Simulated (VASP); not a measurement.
# Zn2SbO3 (P6/mmm) in VASP: single point with PBE

Aim: the single point of Zn2SbO3 with PBE.

Program: VASP 6.6.1. These are calculated values, not measurements. Logs are shortened: lines on timing, memory, paths and dates and some standing lists are left out, and cuts for length are marked.

## (1) The cell of the first run

Symmetry: P6/mmm, No. 191, hexagonal system. The conventional cell has a = 5.536 Å, b = 5.536 Å, c = 2.833 Å, α = 90.00°, β = 90.00°, γ = 120.00°. Within 2.8 Å of Zn (site symmetry -6m2) lie 6 O at 2.14 Å. Within 3.7 Å of Sb (site symmetry 6/mmm) lie 2 Sb at 2.83 Å and 12 O at 3.11 Å and 6 Zn at 3.20 Å. Within 2.8 Å of O (site symmetry mmm) lie 4 Zn at 2.14 Å and 4 O at 2.77 Å.

## (2) Single point, PBE

The input, INCAR:

```
SYSTEM = Zn2SbO3
  PREC = Accurate
  ENCUT = 520
  EDIFF = 1E-6
  ISMEAR = 0
  SIGMA = 0.1
  LREAL = .False.
  LASPH = .True.
  NELM = 100
  ALGO = Normal
  ISIF = 2
  LWAVE = .False.
  LCHARG = .False.
  GGA = PE
  NBANDS = 32
```

The input, KPOINTS:

```
regular mesh
0
Gamma
  6 6 6
  0 0 0
```

The input, POSCAR:

```
Zn2SbO3
1.0
    5.5358610709      0.0000000000      0.0000000000
   -2.7679305354      4.7941963192      0.0000000000
    0.0000000000      0.0000000000      2.8332564831
Zn Sb O
2 1 3
Direct
    0.6666666667      0.3333333333      0.5000000000
    0.3333333333      0.6666666667      0.5000000000
    0.0000000000      0.0000000000      0.5000000000
    0.0000000000      0.5000000000      0.0000000000
    0.5000000000      0.5000000000      0.0000000000
    0.5000000000      0.0000000000      0.0000000000
```

Potentials or basis: VASP PAW PBE potentials, release 64 (Zn, Sb, O).

Launch:

```sh
> cat potpaw_PBE.64/Zn/POTCAR potpaw_PBE.64/Sb/POTCAR potpaw_PBE.64/O/POTCAR > POTCAR
> mpirun -np 1 vasp_std > vasp.out
```

OUTCAR:

```text
SYSTEM = Zn2SbO3
   PREC = Accurate
   ENCUT = 520
   EDIFF = 1E-6
   ISMEAR = 0
   LREAL = .False.
   LASPH = .True.
   NELM = 100
   ISIF = 2
   GGA = PE

 ion  position               nearest neighbor table
   1  0.667  0.333  0.500-   6 2.14   6 2.14   4 2.14   4 2.14   5 2.14   5 2.14   3 3.20   3 3.20
                             3 3.20
   2  0.333  0.667  0.500-   6 2.14   6 2.14   4 2.14   4 2.14   5 2.14   5 2.14   3 3.20   3 3.20
                             3 3.20
   3  0.000  0.000  0.500-   1 3.20   2 3.20   2 3.20   1 3.20   1 3.20   2 3.20
   4  0.000  0.500  0.000-   1 2.14   2 2.14   1 2.14   2 2.14
   5  0.500  0.500  0.000-   1 2.14   2 2.14   1 2.14   2 2.14
   6  0.500  0.000  0.000-   1 2.14   2 2.14   1 2.14   2 2.14

  LATTYP: Found a hexagonal cell.
 ALAT       =     5.5358610709
 C/A-ratio  =     0.5118005034

  Lattice vectors:

 A1 = (   5.5358610709,   0.0000000000,   0.0000000000)
 A2 = (  -2.7679305354,   4.7941963192,   0.0000000000)
 A3 = (   0.0000000000,   0.0000000000,   2.8332564831)

Analysis of symmetry for initial positions (statically):
=====================================================================
 Subroutine PRICEL returns:
 Original cell was already a primitive cell.

 Routine SETGRP: Setting up the symmetry group for a
 hexagonal supercell.

 Subroutine GETGRP returns: Found 24 space group operations
 (whereof 24 operations were pure point group operations)
 out of a pool of 24 trial point group operations.

The static configuration has the point symmetry D_6h.

Analysis of symmetry for dynamics (positions and initial velocities):
=====================================================================
 Subroutine PRICEL returns:
 Original cell was already a primitive cell.

 Routine SETGRP: Setting up the symmetry group for a
 hexagonal supercell.

 Subroutine GETGRP returns: Found 24 space group operations
 (whereof 24 operations were pure point group operations)
 out of a pool of 24 trial point group operations.

The dynamic configuration has the point symmetry D_6h.

 Subroutine INISYM returns: Found 24 space group operations
 (whereof 24 operations are pure point group operations),
 and found     1 'primitive' translations

----------------------------------------------------------------------------------------

                                     Primitive cell

  volume of cell :      75.1946

  direct lattice vectors                    reciprocal lattice vectors
     5.535861071  0.000000000  0.000000000     0.180640371  0.104292767  0.000000000
    -2.767930535  4.794196319  0.000000000     0.000000000  0.208585534  0.000000000
     0.000000000  0.000000000  2.833256483     0.000000000  0.000000000  0.352950750

  length of vectors
     5.535861071  5.535861071  2.833256483     0.208585534  0.208585534  0.352950750

  position of ions in fractional coordinates (direct lattice)
     0.666666667  0.333333333  0.500000000
     0.333333333  0.666666667  0.500000000
     0.000000000  0.000000000  0.500000000
     0.000000000  0.500000000  0.000000000
     0.500000000  0.500000000  0.000000000
     0.500000000  0.000000000  0.000000000

  ion indices of the primitive-cell ions
   primitive index   ion index
                 1           1
                 2           2
                 3           3
                 4           4
                 5           5
                 6           6

----------------------------------------------------------------------------------------

 KPOINTS: regular mesh

Automatic generation of k-mesh.
 Grid dimensions read from file:
 generate k-points for:    6    6    6

 Generating k-lattice:

  Cartesian coordinates                     Fractional coordinates (reciprocal lattice)
     0.030106729  0.017382128  0.000000000     0.166666667  0.000000000  0.000000000
     0.000000000  0.034764256  0.000000000     0.000000000  0.166666667  0.000000000
     0.000000000  0.000000000  0.058825125     0.000000000  0.000000000  0.166666667

  Length of vectors
     0.034764256  0.034764256  0.058825125

  Shift w.r.t. Gamma in fractional coordinates (k-lattice)
     0.000000000  0.000000000  0.000000000

 Subroutine IBZKPT returns following result:
 ===========================================

 Found     28 irreducible k-points:

 Following reciprocal coordinates:
            Coordinates               Weight
  0.000000  0.000000  0.000000      1.000000
  0.166667 -0.000000  0.000000      6.000000
  0.333333  0.000000  0.000000      6.000000
  0.500000  0.000000  0.000000      3.000000
  0.166667  0.166667  0.000000      6.000000
  0.333333  0.166667  0.000000     12.000000
[... 16 lines left out ...]
  0.166667 -0.000000  0.500000      6.000000
  0.333333  0.000000  0.500000      6.000000
 [... further k-points ...]
   k-points           NKPTS =     28   k-points in BZ     NKDIM =     28   number of bands    NBANDS=     32
   number of dos      NEDOS =    301   number of ions     NIONS =      6
   total plane-waves  NPLWV =  42336
   dimension x,y,z NGX =    42 NGY =   42 NGZ =   24
   dimension x,y,z NGXF=    84 NGYF=   84 NGZF=   48
   ions per type =               2   1   3
   NGX,Y,Z   is equivalent  to a cutoff of  12.61, 12.61, 14.08 a.u.
   NGXF,Y,Z  is equivalent  to a cutoff of  25.23, 25.23, 28.16 a.u.
 SYSTEM =  Zn2SbO3
   PREC   = accura    normal or accurate (medium, high low for compatibility)
   ISTART =      0    job   : 0-new  1-cont  2-samecut
   ICHARG =      2    charge: 1-file 2-atom 10-const
   ISPIN  =      1    spin polarized calculation?
   LNONCOLLINEAR =      F non collinear calculations
   LSORBIT =      F    spin-orbit coupling
   LASPH  =      T    aspherical Exc in radial PAW
   ENCUT  =  520.0 eV  38.22 Ry    6.18 a.u.  10.29 10.29  5.27*2*pi/ulx,y,z
   NELM   =    100;   NELMIN=  2; NELMDL= -5     # of ELM steps
   EDIFF  = 0.1E-05   stopping-criterion for ELM
   LREAL  =      F    real-space projection
   EDIFFG = 0.1E-04   stopping-criterion for IOM
   NSW    =      0    number of steps for IOM
   IBRION =     -1    ionic relax: 0-MD 1-quasi-New 2-CG
   NFREE  =      0    steps in history (QN), initial steepest desc. (CG)
   ISIF   =      2    stress and relaxation
   ISYM   =      2    0-nonsym 1-usesym 2-fastsym
   POTIM  = 0.5000    time-step for ionic-motion
   TEBEG  =    0.0;   TEEND  =   0.0 temperature during run
   PSTRESS=    0.0 pullay stress
   NELECT =      47.0000    total number of electrons
   NUPDOWN=      -1.0000    fix difference up-down
   EMIN   =  10.00;   EMAX   =-10.00  energy-range for DOS
   EFERMI =   0.00;   METHOD = LEGACY
   ISMEAR =     0;   SIGMA  =   0.10  broadening in eV -4-tet -1-fermi 0-gaus
   EFERMI_NEDOS =   21; number of points for ismear=-14 and -15
   IALGO  =     38    algorithm
   IMIX   =      4    mixing-type and parameters
     AMIX     =   0.40;   BMIX     =  1.00
     AMIX_MAG =   1.60;   BMIX_MAG =  1.00
  volume/ion in A,a.u.               =      12.53        84.57
  Fermi-wavevector in a.u.,A,eV,Ry     =   1.399733  2.645112 26.657242  1.959252
  Thomas-Fermi vector in A             =   2.522763
   LORBIT       =      0    0 simple, 1 ext, 2 COOP (PROOUT), +10 PAW based schemes
   GGA     = PE    functional components
   LHFCALC =     F    Hartree Fock is set to
   AEXX    =    0.0000 exact exchange contribution
   IVDW    =     0    specifies the selected vdW correction
   LEPSILON=     F    determine dielectric tensor
   LRPA    =     F    only Hartree local field effects (RPA)
 non-spin polarized calculation
 Gauss-broadening in eV      SIGMA  =   0.10
  energy-cutoff  :      520.00
  volume of cell :       75.19
 maximum number of plane-waves:      2069
 NGX is ok and might be reduce to    42
   NGX = 21   NGY = 21   NGZ = 11

 number of electron      46.9999990 magnetization

 Free energy of the ion-electron system (eV)
  ---------------------------------------------------
  ext. energy  EPLUGINS =         0.00000000
  ---------------------------------------------------
  free energy    TOTEN  =       -24.60804206 eV

  energy without entropy =      -24.59547867  energy(sigma->0) =      -24.60176037

 E-fermi :   4.5401     XC(G=0): -11.3953

 val. band max:        4.5149656342   @ k =   0.3333   0.3333   0.5000
 cond. band min:       4.5400586609   @ k =   0.3333   0.1667   0.5000
 fundamental gap:      0.0250930268
 Fermi energy:         4.5400540999

 k-point     1 :       0.0000    0.0000    0.0000
  band No.  band energies     occupation
      1     -13.6615      2.00000
      2     -12.3798      2.00000
      3     -12.3798      2.00000
      4      -5.8422      2.00000
      5      -2.8710      2.00000
      6      -1.6204      2.00000
[... 24 lines left out ...]
     31      15.4173      0.00000
     32      17.7919      0.00000

 k-point     2 :       0.1667   -0.0000    0.0000
  band No.  band energies     occupation
      1     -13.5915      2.00000
      2     -12.4680      2.00000
      3     -12.3845      2.00000
      4      -5.9765      2.00000
      5      -2.7026      2.00000
      6      -1.5362      2.00000
[... 24 lines left out ...]
     31      14.9153      0.00000
     32      16.7343      0.00000

 k-point     3 :       0.3333    0.0000    0.0000
  band No.  band energies     occupation
      1     -13.4049      2.00000
      2     -12.6911      2.00000
      3     -12.3939      2.00000
      4      -6.2120      2.00000
      5      -2.2897      2.00000
      6      -1.3534      2.00000
[... 24 lines left out ...]
     31      14.1081      0.00000
     32      15.2887      0.00000

 k-point     4 :       0.5000    0.0000    0.0000
  band No.  band energies     occupation
      1     -13.2419      2.00000
      2     -12.8720      2.00000
      3     -12.3985      2.00000
      4      -6.3170      2.00000
      5      -1.9865      2.00000
      6      -1.3480      2.00000
[... 24 lines left out ...]
     31      13.9751      0.00000
     32      14.8778      0.00000

 k-point     5 :       0.1667    0.1667    0.0000
  band No.  band energies     occupation
      1     -13.4617      2.00000
      2     -12.6203      2.00000
      3     -12.3968      2.00000
      4      -6.1562      2.00000
      5      -2.4076      2.00000
      6      -1.3795      2.00000
[... 584 lines left out ...]
     31      14.3642      0.00000
     32      14.9483      0.00000

 k-point    22 :       0.0000    0.0000    0.5000
  band No.  band energies     occupation
      1     -12.7232      2.00000
      2     -11.9303      2.00000
      3     -11.9303      2.00000
      4      -3.7773      2.00000
      5      -1.6753      2.00000
      6      -1.6753      2.00000
[... 24 lines left out ...]
     31      13.6792      0.00000
     32      14.4246      0.00000

 k-point    23 :       0.1667   -0.0000    0.5000
  band No.  band energies     occupation
      1     -12.6791      2.00000
      2     -11.9821      2.00000
      3     -11.9321      2.00000
      4      -3.6338      2.00000
      5      -1.6532      2.00000
      6      -1.6361      2.00000
[... 24 lines left out ...]
     31      13.7756      0.00000
     32      13.8833      0.00000

 k-point    24 :       0.3333    0.0000    0.5000
  band No.  band energies     occupation
      1     -12.5628      2.00000
      2     -12.1139      2.00000
      3     -11.9356      2.00000
      4      -3.2360      2.00000
      5      -1.6681      2.00000
      6      -1.5716      2.00000
[... 24 lines left out ...]
     31      13.1495      0.00000
     32      14.1342      0.00000

 [... further k-points ...]
[... 5 lines left out ...]
  --------------------------------------------------------------------------------------
  -------------------------------------------------------------------------------------
  Total        0.1035951      0.1035951      0.0990907      0.0000000     -0.0000000      0.0000000
  in kB        2.2073082      2.2073082      2.1113330      0.0000000     -0.0000000      0.0000000
  external PRESSURE =       2.1753165 kB  Pullay stress =       0.0000000 kB

 VOLUME and BASIS-vectors are now :
 -----------------------------------------------------------------------------
  energy-cutoff  :      520.00
  volume of cell :       75.19
      direct lattice vectors                 reciprocal lattice vectors
     5.535861071  0.000000000  0.000000000     0.180640371  0.104292767  0.000000000
    -2.767930535  4.794196319  0.000000000     0.000000000  0.208585534  0.000000000
     0.000000000  0.000000000  2.833256483     0.000000000  0.000000000  0.352950750

 POSITION                                       TOTAL-FORCE (eV/Angst)
 -----------------------------------------------------------------------------------
      2.76793      1.59807      1.41663        -0.000000      0.000000      0.000000
     -0.00000      3.19613      1.41663         0.000000      0.000000      0.000000
      0.00000      0.00000      1.41663        -0.000000      0.000000      0.000000
     -1.38397      2.39710      0.00000        -0.000000      0.000000      0.000000
      1.38397      2.39710      0.00000        -0.000000      0.000000      0.000000
      2.76793      0.00000      0.00000        -0.000000      0.000000      0.000000
 -----------------------------------------------------------------------------------
    total drift:                                0.000000      0.000000     -0.000000

  FREE ENERGIE OF THE ION-ELECTRON SYSTEM (eV)
  ---------------------------------------------------
  free  energy   TOTEN  =       -24.6080420575 eV

  energy  without entropy=      -24.5954786735  energy(sigma->0) =      -24.60176037
```

Wall time 36 s (1 thread of Intel Xeon 6975P-C (Granite Rapids), shared host); peak memory 0.23 GiB.

What came out:

```
Free energy : -24.6080 eV
Pressure    : 0.2 GPa
```

Caveat: the k points lie up to 0.37 Å⁻¹ apart; spin-orbit coupling is left out, which moves the levels of the heavy elements; an odd number of electrons without spin polarisation forces a metal; a magnetic or distorted state may lie lower.
